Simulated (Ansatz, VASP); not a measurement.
# Be: VASP beside Ansatz

File INCAR:

```
PREC = Accurate
ENCUT = 520
EDIFF = 1E-6
ISMEAR = 1
SIGMA = 0.3
LREAL = F
LASPH = T
NELM = 60
ALGO = Normal
ISIF = 2
LWAVE = F
LCHARG = F
GGA = PE
NBANDS = 9
```

File KPOINTS:

```
regular mesh
0
Gamma
  16 16 9
```

The input POSCAR:

```
Be
1.0
    2.2656737714      0.0000000000      0.0000000000
   -1.1328368857      1.9621310427      0.0000000000
    0.0000000000      0.0000000000      3.5587036811
Be
2
Direct
    0.3333333333      0.6666666667      0.2500000000
    0.6666666667      0.3333333333      0.7500000000
```

Input for Ansatz:

```yaml
crystal:
  lattice:
    - [2.2656737714, 0.0, 0.0]
    - [-1.1328368857, 1.9621310427, 0.0]
    - [0.0, 0.0, 3.5587036811]
  atoms:
    - { symbol: Be, position: [0.3333333333, 0.6666666667, 0.25] }
    - { symbol: Be, position: [0.6666666667, 0.3333333333, 0.75] }
hamiltonian:
  xc: pbe
  pseudopotentials:
    kind: paw
    azcp:
      Be: "pseudopotentials/Be.paw.azcp"
basis:
  ecutwfc: 420
  fft_grid_basis: typed
kpoints:
  mp_grid: { grid: [16, 16, 9], shift: [0, 0, 0] }
magnetization:
  spin_polarized: false
scf:
  occupations: { method: methfessel_paxton, width: 0.3 }
  lower_state_search: "off"
output:
  stress: true
```

Alike in both runs: task single point; functional PBE; k mesh 16 × 16 × 9; occupations methfessel-paxton of order 1, width 0.3 eV; no spin polarisation.

|  | VASP | Ansatz |
| --- | --- | --- |
| version | VASP 6.6.1 | Ansatz 0.2.0 |
| potentials or method | VASP PAW PBE potentials, release 64 (Be), cutoff 520 eV | plane waves (420 eV) with PAW, scalar-relativistic |
| valence electrons in the cell | 4 | 4 |

Ansatz gave:

| Property | Result |
| --- | --- |
| pressure (GPa) | 0.0 |
| traceless stress, the component that is largest in VASP (GPa) | -0.08 |

**Question.** Which values does VASP return?

**Answer.** Pressure (GPa): 0.1; traceless stress, the component that is largest in VASP (GPa): -0.05.

The functional is the same, so the differences come from potentials, cutoffs and numerics.
